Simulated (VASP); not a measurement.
# C (I4_1/amd) in VASP: a series of runs, part 2 of 2

VASP 6.6.1.

## (4) Single point, PBEsol (in-plane strain +0.005)

Contents of INCAR:

```
SYSTEM = C
PREC = Accurate ; ENCUT = 520
EDIFF = 1E-7 ; ISMEAR = 0
SIGMA = 0.01 ; LREAL = .False.
LASPH = .True. ; NELM = 60
ALGO = Normal ; ISIF = 2
LWAVE = .False. ; LCHARG = .True.
GGA = PS ; LELF = .True.
LVHAR = .True. ; NBANDS = 11
```

Contents of KPOINTS:

```
Automatic mesh
0
Gamma
  12 12 12
  0 0 0
```

Contents of POSCAR:

```
C
1.0
    1.7857882435      1.7857882435      0.0000000000
   -1.7857882435      1.7857882435      0.0000000000
    0.0000000000      1.7857882435      1.7715730137
C
2
Direct
    0.5000000000      0.5000000000      0.0000000000
    0.7500000000      0.2500000000      0.5000000000
```

Potentials or basis: VASP PAW PBE potentials, release 64 (C).

Command:

```bash
$ cat potpaw_PBE.64/C/POTCAR > POTCAR
$ mpirun -np 1 vasp_std > vasp.out
```

OUTCAR:

```text
SYSTEM = C
   PREC = Accurate
   ENCUT = 520
   EDIFF = 1E-7
   ISMEAR = 0
   LREAL = .False.
   LASPH = .True.
   NELM = 60
   ISIF = 2
   GGA = PS

 ion  position               nearest neighbor table
   1  0.500  0.500  0.000-   2 1.54   2 1.54   2 1.54   2 1.54
   2  0.750  0.250  0.500-   1 1.54   1 1.54   1 1.54   1 1.54

  LATTYP: Found a body centered tetragonal cell.
 ALAT       =     2.5254859535
 C/A-ratio  =     1.4029561410

  Lattice vectors:

 A1 = (   1.7857882435,   0.0000000000,  -1.7715730137)
 A2 = (  -1.7857882435,   0.0000000000,  -1.7715730137)
 A3 = (   0.0000000000,   1.7857882435,   1.7715730137)

Analysis of symmetry for initial positions (statically):
=====================================================================
 Subroutine PRICEL returns:
 Original cell was already a primitive cell.

 Routine SETGRP: Setting up the symmetry group for a
 body centered tetragonal supercell.

 Subroutine GETGRP returns: Found 16 space group operations
 (whereof  8 operations were pure point group operations)
 out of a pool of 16 trial point group operations.

The static configuration has the point symmetry D_2d.
[... 166 lines left out ...]
 cond. band min:      13.6879562200   @ k =   0.0000   0.0000   0.3333
 fundamental gap:      3.8415976609
 Fermi energy:         9.9498412804

 k-point     1 :       0.0000    0.0000    0.0000
  band No.  band energies     occupation
      1     -11.8084      2.00000
      2       9.7264      2.00000
      3       9.7264      2.00000
      4       9.8464      2.00000
      5      15.2519      0.00000
      6      15.3496      0.00000
      7      15.3496      0.00000
      8      23.2237      0.00000
      9      28.7749      0.00000
     10      36.0666      0.00000
     11      36.4772      0.00000
[... 309 lines left out ...]
 k-point    24 :      -0.4167    0.1667   -0.0000
  band No.  band energies     occupation
      1      -7.6201      2.00000
      2      -0.0598      2.00000
      3       5.4203      2.00000
      4       5.7112      2.00000
      5      16.4030      0.00000
      6      20.6713      0.00000
      7      20.9520      0.00000
      8      22.3917      0.00000
      9      30.6372      0.00000
     10      32.1148      0.00000
     11      37.0648      0.00000

 [... further k-points ...]
[... 5 lines left out ...]
  --------------------------------------------------------------------------------------
  -------------------------------------------------------------------------------------
  Total       -0.3147447     -0.3147447      0.2011656      0.0000000      0.0000000     -0.0000000
  in kB      -44.6292903    -44.6292903     28.5243194      0.0000000      0.0000000     -0.0000000
  external PRESSURE =     -20.2447537 kB  Pullay stress =       0.0000000 kB

 VOLUME and BASIS-vectors are now :
 -----------------------------------------------------------------------------
  energy-cutoff  :      520.00
  volume of cell :       11.30
      direct lattice vectors                 reciprocal lattice vectors
     1.785788244  1.785788244  0.000000000     0.279988404  0.279988404 -0.282235051
    -1.785788244  1.785788244  0.000000000    -0.279988404  0.279988404 -0.282235051
     0.000000000  1.785788244  1.771573014     0.000000000  0.000000000  0.564470102

 POSITION                                       TOTAL-FORCE (eV/Angst)
 -----------------------------------------------------------------------------------
      0.00000      1.78579      0.00000        -0.000000      0.000000      0.000000
      0.89289      2.67868      0.88579         0.000000     -0.000000      0.000000
 -----------------------------------------------------------------------------------
    total drift:                                0.000000     -0.000000      0.000000

  FREE ENERGIE OF THE ION-ELECTRON SYSTEM (eV)
  ---------------------------------------------------
  free  energy   TOTEN  =       -19.2482087429 eV

  energy  without entropy=      -19.2482087429  energy(sigma->0) =      -19.24820874
```

OSZICAR:

```text
N       E                     dE             d eps       ncg     rms          rms(c)
DAV:   1    -0.440569894257E+00   -0.44057E+00   -0.48712E+03  3859   0.704E+02
DAV:   2    -0.195929595759E+02   -0.19152E+02   -0.18643E+02  4707   0.127E+02
DAV:   3    -0.199182432102E+02   -0.32528E+00   -0.32460E+00  4151   0.126E+01
DAV:   4    -0.199187219743E+02   -0.47876E-03   -0.47876E-03  3889   0.609E-01
DAV:   5    -0.199187225101E+02   -0.53580E-06   -0.53581E-06  4105   0.188E-02    0.562E+00
DAV:   6    -0.194210582602E+02    0.49766E+00   -0.25503E-01  3682   0.350E+00    0.332E+00
DAV:   7    -0.192476108732E+02    0.17345E+00   -0.30646E-01  3877   0.387E+00    0.694E-01
DAV:   8    -0.192481828074E+02   -0.57193E-03   -0.75455E-03  3817   0.681E-01    0.295E-02
DAV:   9    -0.192482007408E+02   -0.17933E-04   -0.15434E-05  4238   0.354E-02    0.215E-02
DAV:  10    -0.192482088863E+02   -0.81455E-05   -0.35407E-06  3883   0.164E-02    0.449E-03
DAV:  11    -0.192482087462E+02    0.14011E-06   -0.95615E-08  4262   0.264E-03    0.391E-04
DAV:  12    -0.192482087429E+02    0.32617E-08   -0.29824E-09  1958   0.537E-04
   1 F= -.19248209E+02 E0= -.19248209E+02  d E =-.101555E-51
```

It took 28 s on 1 thread of Intel Xeon 8259CL, shared host; peak memory 0.13 GiB.

What came out:

- Free energy: -19.2482 eV
- Pressure: -2.0 GPa
- Band gap on the k mesh: 3.84 eV, indirect (least direct gap 5.41 eV)

Stress tensor (GPa, compression positive):
```
-4.46  0.00  0.00
 0.00 -4.46  0.00
 0.00  0.00  2.85
```

Levels at points of the mesh, in eV from the valence-band top:
```csv
k point,band 2,band 3,band 4,band 5,band 6,band 7
"(0.00, 0.00, 0.00)",-0.12,-0.12,0.00,5.41,5.50,5.50
"(0.50, 0.00, 0.00)",-13.59,-2.97,-2.83,8.29,8.31,8.86
"(0.50, 0.50, 0.00)",-12.93,-6.40,-6.40,4.59,4.59,16.75
"(0.00, 0.00, 0.50)",-12.80,-6.52,-6.52,4.40,4.40,16.79
```

Caveat: the cell differs from its parent crystal (in-plane strain +0.005); the PAW data sets were made with another functional, which shifts forces and pressure a little.

## (5) Overview

| cell | gap on the mesh (eV) | pressure (GPa) |
| --- | --- | --- |
| a = 2.500, b = 2.500, c = 2.510 Å, angles 60.1, 60.1, 90.0°, 2 atoms | 3.97 | 4.3 |
| a = 2.525, b = 2.525, c = 2.518 Å, angles 59.9, 59.9, 90.0°, 2 atoms | 3.88 | -2.8 |
| a = 2.525, b = 2.525, c = 2.515 Å, angles 59.9, 59.9, 90.0°, 2 atoms | 3.84 | -2.0 |

Alike in all rows: task single point; level PBEsol; potentials or basis VASP PAW PBE potentials, release 64 (C); no spin polarisation; k mesh 12 × 12 × 12; cutoff (eV) 520; smearing gaussian 0.01 eV.

Caveats: the PAW data sets were made with another functional, which shifts forces and pressure a little.

Absolute energies hang on the potentials; compare differences alone.
